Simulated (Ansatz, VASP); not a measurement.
LiF in VASP and in Ansatz

File INCAR:

```
SYSTEM = LiF
PREC = Accurate
ENCUT = 520
EDIFF = 1E-6
ISMEAR = -1
SIGMA = 0.03
LREAL = .False.
LASPH = .True.
NELM = 60
ALGO = Normal
ISIF = 2
LWAVE = .False.
LCHARG = .True.
GGA = PE
LELF = .True.
LVHAR = .True.
NBANDS = 12
```

The input KPOINTS:

```
regular mesh
0
Gamma
  10 10 10
  0 0 0
```

The input POSCAR:

```
LiF
1.0
    0.0000000000      1.9970748301      1.9970748301
    1.9970748301      0.0000000000      1.9970748301
    1.9970748301      1.9970748301      0.0000000000
Li F
1 1
Direct
    0.0000000000      0.0000000000      0.0000000000
    0.5000000000      0.5000000000      0.5000000000
```

Input for Ansatz:

```yaml
crystal:
  lattice:
    - [0.0, 1.9970748301, 1.9970748301]
    - [1.9970748301, 0.0, 1.9970748301]
    - [1.9970748301, 1.9970748301, 0.0]
  atoms:
    - { symbol: Li, position: [0.0, 0.0, 0.0] }
    - { symbol: F, position: [0.5, 0.5, 0.5] }
kpoints:
  mp_grid: { grid: [10, 10, 10] }
scf:
  occupations: { method: fermi_dirac, width: 0.03 }
hamiltonian:
  xc: pbe
  pseudopotentials: { kind: all_electron, lapw: { basis_error: 0.001 } }
output:
  forces: true
  stress: true
  eigenvalues: true
```

Change from the starting cell: volume scaled by 0.975.

Alike in both runs: task single point; functional PBE; k mesh 10 × 10 × 10; occupations fermi-dirac, width 0.03 eV; no spin polarisation.

```csv
,VASP,Ansatz
version,VASP 6.6.1,Ansatz 0.2.0
potentials or method,"VASP PAW PBE potentials, release 64 (Li_sv, F), cutoff 520 eV","all-electron LAPW, scalar-relativistic"
```

```csv
,VASP,Ansatz,Ansatz less VASP
gap on the k mesh at the Fermi level (eV),9.32,9.30,-0.026
```

Ansatz ran all-electron here, and VASP with PAW potentials.

Noted on VASP's run: the cutoff is short for stress, so the pressure is rough.
